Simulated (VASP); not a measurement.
# C (Im-3m) in VASP: notebook

C is run at these levels: LDA; tasks: single point.

Everything below comes from runs of VASP 6.6.1. Logs are shortened: lines on timing, memory, paths and dates and some standing lists are left out, and cuts for length are marked.

## Step 1: The cell of the first run

It takes space group Im-3m (No. 229, cubic). Conventional cell: a = 2.329 Å, b = 2.329 Å, c = 2.329 Å, α = 90.00°, β = 90.00°, γ = 90.00°. Within 2.7 Å of C (site symmetry m-3m) lie 14 C at 2.02 to 2.33 Å.

## Step 2: Single point, LDA

The input, INCAR:

```
PREC     = Accurate       # precision mode
ENCUT    = 520            # plane-wave cutoff, eV
EDIFF    = 1E-6           # SCF threshold, eV
ISMEAR   = -1             # smearing method
SIGMA    = 0.1            # smearing width, eV
LREAL    = F              # projectors in reciprocal space
LASPH    = T              # aspherical terms in the spheres
NELM     = 100            # most SCF steps
ALGO     = Normal         # electronic algorithm
ISIF     = 2              # what is computed and relaxed
LWAVE    = F              # write WAVECAR
LCHARG   = F              # write CHGCAR
GGA      = CA             # functional
NBANDS   = 8              # bands
```

The input, KPOINTS:

```
regular mesh
0
Gamma
  18 18 18
```

The input, POSCAR:

```
C
1.0
   -1.1646087104      1.1646087104      1.1646087104
    1.1646087104     -1.1646087104      1.1646087104
    1.1646087104      1.1646087104     -1.1646087104
C
1
Direct
    0.0000000000      0.0000000000      0.0000000000
```

Potentials or basis: VASP PAW LDA potentials, release 64 (C).

Run with:

```console
cat potpaw_LDA.64/C/POTCAR > POTCAR
mpirun -np 1 vasp_std > vasp.out
```

OUTCAR:

```text
PREC = Accurate
   ENCUT = 520
   EDIFF = 1E-6
   ISMEAR = -1
   LREAL = F
   LASPH = T
   NELM = 100
   ISIF = 2
   GGA = CA

 ion  position               nearest neighbor table
   1  0.000  0.000  0.000-

  LATTYP: Found a body centered cubic cell.
 ALAT       =     2.3292174208

  Lattice vectors:

 A1 = (  -1.1646087104,   1.1646087104,   1.1646087104)
 A2 = (   1.1646087104,  -1.1646087104,   1.1646087104)
 A3 = (   1.1646087104,   1.1646087104,  -1.1646087104)

Analysis of symmetry for initial positions (statically):
=====================================================================
 Subroutine PRICEL returns:
 Original cell was already a primitive cell.

 Routine SETGRP: Setting up the symmetry group for a
 body centered cubic supercell.

 Subroutine GETGRP returns: Found 48 space group operations
 (whereof 48 operations were pure point group operations)
 out of a pool of 48 trial point group operations.

The static configuration has the point symmetry O_h .

Analysis of symmetry for dynamics (positions and initial velocities):
=====================================================================
 Subroutine PRICEL returns:
 Original cell was already a primitive cell.

 Routine SETGRP: Setting up the symmetry group for a
 body centered cubic supercell.

 Subroutine GETGRP returns: Found 48 space group operations
 (whereof 48 operations were pure point group operations)
 out of a pool of 48 trial point group operations.

The dynamic configuration has the point symmetry O_h .

 Subroutine INISYM returns: Found 48 space group operations
 (whereof 48 operations are pure point group operations),
 and found     1 'primitive' translations

----------------------------------------------------------------------------------------

                                     Primitive cell

  volume of cell :       6.3183

  direct lattice vectors                    reciprocal lattice vectors
    -1.164608710  1.164608710  1.164608710     0.000000000  0.429328748  0.429328748
     1.164608710 -1.164608710  1.164608710     0.429328748  0.000000000  0.429328748
     1.164608710  1.164608710 -1.164608710     0.429328748  0.429328748  0.000000000

  length of vectors
     2.017161457  2.017161457  2.017161457     0.607162539  0.607162539  0.607162539

  position of ions in fractional coordinates (direct lattice)
     0.000000000  0.000000000  0.000000000

  ion indices of the primitive-cell ions
   primitive index   ion index
                 1           1
[... 68 lines left out ...]
   LSORBIT =      F    spin-orbit coupling
   LASPH  =      T    aspherical Exc in radial PAW
   ENCUT  =  520.0 eV  38.22 Ry    6.18 a.u.   3.75  3.75  3.75*2*pi/ulx,y,z
   NELM   =    100;   NELMIN=  2; NELMDL= -5     # of ELM steps
   EDIFF  = 0.1E-05   stopping-criterion for ELM
   LREAL  =      F    real-space projection
   EDIFFG = 0.1E-04   stopping-criterion for IOM
   NSW    =      0    number of steps for IOM
   IBRION =     -1    ionic relax: 0-MD 1-quasi-New 2-CG
   NFREE  =      0    steps in history (QN), initial steepest desc. (CG)
   ISIF   =      2    stress and relaxation
   ISYM   =      2    0-nonsym 1-usesym 2-fastsym
   POTIM  = 0.5000    time-step for ionic-motion
   TEBEG  =    0.0;   TEEND  =   0.0 temperature during run
   PSTRESS=    0.0 pullay stress
   NELECT =       4.0000    total number of electrons
   NUPDOWN=      -1.0000    fix difference up-down
   EMIN   =  10.00;   EMAX   =-10.00  energy-range for DOS
   EFERMI =   0.00;   METHOD = LEGACY
   ISMEAR =    -1;   SIGMA  =   0.10  broadening in eV -4-tet -1-fermi 0-gaus
   EFERMI_NEDOS =   21; number of points for ismear=-14 and -15
   IALGO  =     38    algorithm
   IMIX   =      4    mixing-type and parameters
     AMIX     =   0.40;   BMIX     =  1.00
     AMIX_MAG =   1.60;   BMIX_MAG =  1.00
  volume/ion in A,a.u.               =       6.32        42.64
  Fermi-wavevector in a.u.,A,eV,Ry     =   1.405707  2.656401 26.885276  1.976012
  Thomas-Fermi vector in A             =   2.528141
   LORBIT       =      0    0 simple, 1 ext, 2 COOP (PROOUT), +10 PAW based schemes
   GGA     = CA    functional components
   LHFCALC =     F    Hartree Fock is set to
   AEXX    =    0.0000 exact exchange contribution
   IVDW    =     0    specifies the selected vdW correction
   LEPSILON=     F    determine dielectric tensor
   LRPA    =     F    only Hartree local field effects (RPA)
 non-spin polarized calculation
  energy-cutoff  :      520.00
  volume of cell :        6.32
 maximum number of plane-waves:       178
   NGX =  7   NGY =  7   NGZ =  7

 number of electron       4.0000000 magnetization

 Free energy of the ion-electron system (eV)
  ---------------------------------------------------
  ext. energy  EPLUGINS =         0.00000000
  ---------------------------------------------------
  free energy    TOTEN  =        -5.78803063 eV

  energy without entropy =       -5.77674492  energy(sigma->0) =       -5.78238777

 E-fermi :   9.3213     XC(G=0): -13.4933

 val. band max:        9.3179807626   @ k =  -0.3889  -0.4444   0.0556
 cond. band min:       9.3566649249   @ k =  -0.3333   0.4444   0.1667
 fundamental gap:      0.0386841624
 Fermi energy:         9.3213119740

 k-point     1 :       0.0000    0.0000    0.0000
  band No.  band energies     occupation
      1     -10.9286      2.00000
      2      18.7839      0.00000
      3      18.7839      0.00000
      4      18.7839      0.00000
      5      43.5344      0.00000
      6      43.5344      0.00000
      7      43.5344      0.00000
      8      46.9369      0.00000
[... 243 lines left out ...]
 k-point    24 :       0.3889    0.1111    0.0000
  band No.  band energies     occupation
      1      -1.5701      2.00000
      2       3.2718      2.00000
      3      12.6341      0.00000
      4      16.3916      0.00000
      5      32.7641      0.00000
      6      34.2060      0.00000
      7      44.3137      0.00000
      8      47.5534      0.00000

 [... further k-points ...]
[... 5 lines left out ...]
  --------------------------------------------------------------------------------------
  -------------------------------------------------------------------------------------
  Total        0.0258367      0.0258367      0.0258367     -0.0000000     -0.0000000     -0.0000000
  in kB        6.5516049      6.5516049      6.5516049     -0.0000000     -0.0000000     -0.0000000
  external PRESSURE =       6.5516049 kB  Pullay stress =       0.0000000 kB

 VOLUME and BASIS-vectors are now :
 -----------------------------------------------------------------------------
  energy-cutoff  :      520.00
  volume of cell :        6.32
      direct lattice vectors                 reciprocal lattice vectors
    -1.164608710  1.164608710  1.164608710     0.000000000  0.429328748  0.429328748
     1.164608710 -1.164608710  1.164608710     0.429328748  0.000000000  0.429328748
     1.164608710  1.164608710 -1.164608710     0.429328748  0.429328748  0.000000000

 POSITION                                       TOTAL-FORCE (eV/Angst)
 -----------------------------------------------------------------------------------
      0.00000      0.00000      0.00000         0.000000      0.000000     -0.000000
 -----------------------------------------------------------------------------------
    total drift:                                0.000000     -0.000000     -0.000000

  FREE ENERGIE OF THE ION-ELECTRON SYSTEM (eV)
  ---------------------------------------------------
  free  energy   TOTEN  =        -5.7880306317 eV

  energy  without entropy=       -5.7767449167  energy(sigma->0) =       -5.78238777
```

Run time: 6.3 s. Hardware: 1 thread of AMD EPYC 7R43 (Zen 3), shared host; peak memory 0.07 GiB.

What came out:

```
Free energy            : -5.7880 eV
Pressure               : 0.7 GPa
Band gap on the k mesh : zero (band 2 reaches 18.78 eV, above the bottom of band 3 at 3.88 eV)
```

## Step 3: Single point, LDA (volume scaled by 0.88)

The input, INCAR:

```
PREC = Accurate
ENCUT = 520
EDIFF = 1E-7
ISMEAR = -1
SIGMA = 0.1
LREAL = False
LASPH = True
NELM = 80
ALGO = Normal
ISIF = 2
LWAVE = False
LCHARG = True
LELF = True
LVHAR = True
NBANDS = 8
```

The input, KPOINTS:

```
regular mesh
0
Gamma
  21 21 21
```

The input, POSCAR:

```
C
1.0
   -1.1160258602      1.1160258602      1.1160258602
    1.1160258602     -1.1160258602      1.1160258602
    1.1160258602      1.1160258602     -1.1160258602
C
1
Direct
    0.0000000000      0.0000000000      0.0000000000
```

Potentials or basis: VASP PAW LDA potentials, release 64 (C).

Run with:

```console
cat potpaw_LDA.64/C/POTCAR > POTCAR
mpirun -np 1 vasp_std > vasp.out
```

OUTCAR:

```text
PREC = Accurate
   ENCUT = 520
   EDIFF = 1E-7
   ISMEAR = -1
   LREAL = False
   LASPH = True
   NELM = 80
   ISIF = 2

 ion  position               nearest neighbor table
   1  0.000  0.000  0.000-

  LATTYP: Found a body centered cubic cell.
 ALAT       =     2.2320517204

  Lattice vectors:

 A1 = (  -1.1160258602,   1.1160258602,   1.1160258602)
 A2 = (   1.1160258602,  -1.1160258602,   1.1160258602)
 A3 = (   1.1160258602,   1.1160258602,  -1.1160258602)

[... 432 lines left out ...]
  band No.  band energies     occupation
      1      -7.6713      2.00000
      2      15.4580      0.00000
      3      18.0867      0.00000
      4      20.5657      0.00000
      5      38.3393      0.00000
      6      39.7236      0.00000
      7      48.7682      0.00000
      8      52.3656      0.00000

 [... further k-points ...]
[... 5 lines left out ...]
  --------------------------------------------------------------------------------------
  -------------------------------------------------------------------------------------
  Total        1.2823221      1.2823221      1.2823221     -0.0000000      0.0000000     -0.0000000
  in kB      369.5089234    369.5089234    369.5089234     -0.0000000      0.0000000     -0.0000000
  external PRESSURE =     369.5089234 kB  Pullay stress =       0.0000000 kB

 VOLUME and BASIS-vectors are now :
 -----------------------------------------------------------------------------
  energy-cutoff  :      520.00
  volume of cell :        5.56
      direct lattice vectors                 reciprocal lattice vectors
    -1.116025860  1.116025860  1.116025860     0.000000000  0.448018292  0.448018292
     1.116025860 -1.116025860  1.116025860     0.448018292  0.000000000  0.448018292
     1.116025860  1.116025860 -1.116025860     0.448018292  0.448018292  0.000000000

 POSITION                                       TOTAL-FORCE (eV/Angst)
 -----------------------------------------------------------------------------------
      0.00000      0.00000      0.00000         0.000000      0.000000      0.000000
 -----------------------------------------------------------------------------------
    total drift:                                0.000000      0.000000      0.000000

  FREE ENERGIE OF THE ION-ELECTRON SYSTEM (eV)
  ---------------------------------------------------
  free  energy   TOTEN  =        -5.7093142910 eV

  energy  without entropy=       -5.6987870093  energy(sigma->0) =       -5.70405065
```

OSZICAR:

```text
N       E                     dE             d eps       ncg     rms          rms(c)
DAV:   1    -0.438457031745E+01   -0.43846E+01   -0.25650E+03  5216   0.499E+02
DAV:   2    -0.570590406292E+01   -0.13213E+01   -0.12145E+01  5968   0.265E+01
DAV:   3    -0.570880401864E+01   -0.29000E-02   -0.28991E-02  5264   0.132E+00
DAV:   4    -0.570880451818E+01   -0.49953E-06   -0.49912E-06  6472   0.149E-02
DAV:   5    -0.570880451697E+01    0.12057E-08   -0.33020E-10  5400   0.790E-05    0.134E+00
DAV:   6    -0.570896238316E+01   -0.15787E-03   -0.57776E-04  5208   0.173E-01    0.806E-01
DAV:   7    -0.570932131011E+01   -0.35893E-03   -0.98831E-04  5144   0.237E-01    0.266E-02
DAV:   8    -0.570931434074E+01    0.69694E-05   -0.22598E-05  4984   0.316E-02    0.917E-03
DAV:   9    -0.570931429101E+01    0.49734E-07   -0.22649E-07  6024   0.392E-03
   1 F= -.57093143E+01 E0= -.57040507E+01  d E =-.105273E-01
```

stdout:

```text
POSCAR found type information on POSCAR C
 POSCAR found :  1 types and       1 ions
 scaLAPACK will be used
 LDA part: xc-table for (Slater(with rela. corr.)+CA(PZ))
 , standard interpolation
 POSCAR, INCAR and KPOINTS ok, starting setup
 FFT: planning ... GRIDC
 FFT: planning ... GRID_SOFT
 FFT: planning ... GRID
 WAVECAR not read
 entering main loop
```

Run time: 7.5 s. Hardware: 1 thread of AMD EPYC 7R43 (Zen 3), shared host; peak memory 0.07 GiB.

What came out:

```yaml
Free_energy: -5.7093 eV
Pressure: 37.0 GPa
Band_gap_on_the_k_mesh: zero (band 2 reaches 22.04 eV, above the bottom of band 3 at 6.12 eV)
```

## Step 4: Single point, LDA (volume scaled by 0.92)

The input, INCAR:

```
  ALGO = Normal
  EDIFF = 1E-6
  ENCUT = 520
  ISIF = 2
  ISMEAR = -1
  LASPH = T
  LCHARG = T
  LELF = T
  LREAL = F
  LVHAR = T
  LWAVE = F
  NBANDS = 8
  NELM = 60
  PREC = Accurate
  SIGMA = 0.1
```

The input, KPOINTS:

```
k-points
0
Gamma
  21 21 21
```

The input, POSCAR:

```
C
1.0
   -1.1326854187      1.1326854187      1.1326854187
    1.1326854187     -1.1326854187      1.1326854187
    1.1326854187      1.1326854187     -1.1326854187
C
1
Direct
    0.0000000000      0.0000000000      0.0000000000
```

Run with:

```console
cat potpaw_LDA.64/C/POTCAR > POTCAR
mpirun -np 1 vasp_std > vasp.out
```

Run time: 12 s. Hardware: 1 thread of AMD EPYC 7R43 (Zen 3), shared host; peak memory 0.07 GiB.

It converged, with:

```yaml
Free_energy: -5.7558 eV
Pressure: 22.2 GPa
Band_gap_on_the_k_mesh: zero (band 2 reaches 20.87 eV, above the bottom of band 3 at 5.31 eV)
```

Levels at points of the mesh, in eV from the Fermi level:
| k point | band 1 | band 2 | band 3 | band 4 | band 5 |
| --- | --- | --- | --- | --- | --- |
| (0.00, 0.00, 0.00) | -21.44 | 10.30 | 10.30 | 10.30 | 35.64 |

## Step 5: Single point, LDA (volume scaled by 0.96)

The input, INCAR:

```
ALGO = Normal
EDIFF = 1E-7
ENCUT = 520
ISIF = 2
ISMEAR = -1
LASPH = T
LCHARG = F
LREAL = F
LWAVE = F
NBANDS = 8
NELM = 80
PREC = Accurate
SIGMA = 0.1
```

KPOINTS is that of step 4.

The input, POSCAR:

```
C
1.0
   -1.1488688254      1.1488688254      1.1488688254
    1.1488688254     -1.1488688254      1.1488688254
    1.1488688254      1.1488688254     -1.1488688254
C
1
Direct
    0.0000000000      0.0000000000      0.0000000000
```

Run with:

```console
cat potpaw_LDA.64/C/POTCAR > POTCAR
mpirun -np 1 vasp_std > vasp.out
```

It took 11 s on 1 thread of AMD EPYC 7R43 (Zen 3), shared host; peak memory 0.07 GiB.

Results (log left out):

```
Free energy            : -5.7812 eV
Pressure               : 10.1 GPa
Band gap on the k mesh : zero (band 2 reaches 19.78 eV, above the bottom of band 3 at 4.55 eV)
```

Levels at points of the mesh, in eV from the Fermi level:
```tsv
k point	band 1	band 2	band 3	band 4	band 5	band 6	band 7
(0.00, 0.00, 0.00)	-20.81	9.88	9.88	9.88	34.92	34.92	34.92
```

## Step 6: Single point, LDA

The input, INCAR:

```
SYSTEM = C
ALGO = Normal ; EDIFF = 1E-6
ENCUT = 520 ; ISIF = 2
ISMEAR = -1 ; LASPH = .True.
LCHARG = .True. ; LELF = .True.
LREAL = .False. ; LVHAR = .True.
LWAVE = .False. ; NBANDS = 8
NELM = 80 ; PREC = Accurate
SIGMA = 0.1
```

The input, KPOINTS:

```
k-points
0
Gamma
  21 21 21
  0 0 0
```

The input, POSCAR:

```
C
1.0
   -1.1646087104      1.1646087104      1.1646087104
    1.1646087104     -1.1646087104      1.1646087104
    1.1646087104      1.1646087104     -1.1646087104
C
1
Direct
    0.0000000000      0.0000000000      0.0000000000
```

Potentials or basis: VASP PAW LDA potentials, release 64 (C).

Run with:

```console
cat potpaw_LDA.64/C/POTCAR > POTCAR
mpirun -np 1 vasp_std > vasp.out
```

Wall time 13 s (1 thread of AMD EPYC 7R43 (Zen 3), shared host); peak memory 0.07 GiB.

Results (log left out):

- Free energy: -5.7893 eV
- Pressure: 0.2 GPa
- Band gap on the k mesh: zero (band 2 reaches 18.78 eV, above the bottom of band 3 at 3.88 eV)

Levels at points of the mesh, in eV from the Fermi level:
```tsv
k point	band 1	band 2	band 3	band 4	band 5
(0.00, 0.00, 0.00)	-20.23	9.48	9.48	9.48	34.24
```

## Step 7: Summary

| cell | k mesh | gap on the mesh (eV) | pressure (GPa) |
| --- | --- | --- | --- |
| a = 2.017 Å, angles 109.5°, 1 atom | 18 × 18 × 18 | none | 0.7 |
| a = 1.933 Å, angles 109.5°, 1 atom | 21 × 21 × 21 | none | 37.0 |
| a = 1.962 Å, angles 109.5°, 1 atom | 21 × 21 × 21 | none | 22.2 |
| a = 1.990 Å, angles 109.5°, 1 atom | 21 × 21 × 21 | none | 10.1 |
| a = 2.017 Å, angles 109.5°, 1 atom | 21 × 21 × 21 | none | 0.2 |

Alike in all rows: task single point; level LDA; potentials or basis VASP PAW LDA potentials, release 64 (C); no spin polarisation; cutoff (eV) 520; smearing fermi-dirac 0.1 eV.

Absolute energies hang on the potentials; compare differences alone.
